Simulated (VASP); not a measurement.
Input of a VASP 6.6.1 run:

Contents of INCAR:

```
SYSTEM = SnSe
PREC     = Accurate       ! precision mode
ENCUT    = 520            ! plane-wave cutoff, eV
EDIFF    = 1E-8           ! SCF threshold, eV
ISMEAR   = 0              ! smearing method
SIGMA    = 0.01           ! smearing width, eV
LREAL    = .FALSE.        ! projectors in reciprocal space
LASPH    = .TRUE.         ! aspherical terms in the spheres
NELM     = 100            ! most SCF steps
ALGO     = Normal         ! electronic algorithm
ISIF     = 2              ! what is computed and relaxed
LWAVE    = .FALSE.        ! write WAVECAR
LCHARG   = .FALSE.        ! write CHGCAR
GGA      = PS             ! functional
NBANDS   = 17             ! bands
IBRION   = 8              ! ionic algorithm
NSW      = 1              ! ionic steps
```

The input KPOINTS:

```
regular mesh
0
G
  12 12 12
  0 0 0
```

Contents of POSCAR:

```
SnSe
1.0
    0.0000000000      2.6525329866      2.6525329866
    2.6525329866      0.0000000000      2.6525329866
    2.6525329866      2.6525329866      0.0000000000
Sn Se
1 1
Direct
    0.0000000000      0.0000000000      0.0000000000
    0.5000000000      0.5000000000      0.5000000000
```

Potentials or basis: VASP PAW PBE potentials, release 64 (Sn_d, Se).

Run with:

```sh
$ cat potpaw_PBE.64/Sn_d/POTCAR potpaw_PBE.64/Se/POTCAR > POTCAR
$ mpirun -np 1 vasp_std > vasp.out
```

**Question.** What does it give for the highest phonon frequency at Γ, LO-TO splitting left out?

**Answer.** 192 cm⁻¹.

Phonon frequencies in cm⁻¹ (negative: imaginary):
```tsv
q point	frequencies
(0.000, 0.000, 0.000)	0 0 0 192 192 192
```

Caveat: the cell stands under pressure or tension, which shifts response properties.
